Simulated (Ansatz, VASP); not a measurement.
Cs: VASP beside Ansatz

```
CELL_PARAMETERS angstrom
0.00000 3.96324 3.96324
3.96324 0.00000 3.96324
3.96324 3.96324 0.00000
ATOMIC_POSITIONS crystal
Cs 0.00000 0.00000 0.00000
```

Alike in both runs: functional BLYP; k mesh 7 × 7 × 7; occupations fermi-dirac, width 0.1 eV; no spin polarisation.

Ansatz relaxed the structure, and its values are those at the end. VASP's run is a single point on that final structure, the one shown.

|  | VASP | Ansatz |
| --- | --- | --- |
| version | VASP 6.6.1 | Ansatz 0.2.0 |
| potentials or method | VASP PAW PBE potentials, release 64 (Cs_sv), cutoff 520 eV | plane waves (420 eV) with PAW, scalar-relativistic |
| valence electrons in the cell | 9 | 9 |

```tsv
	VASP	Ansatz	Ansatz less VASP
pressure (GPa)	0.0	0.0	0.00
```

VASP's potentials were made for PBE, not for BLYP.

Spin-orbit coupling is off throughout.
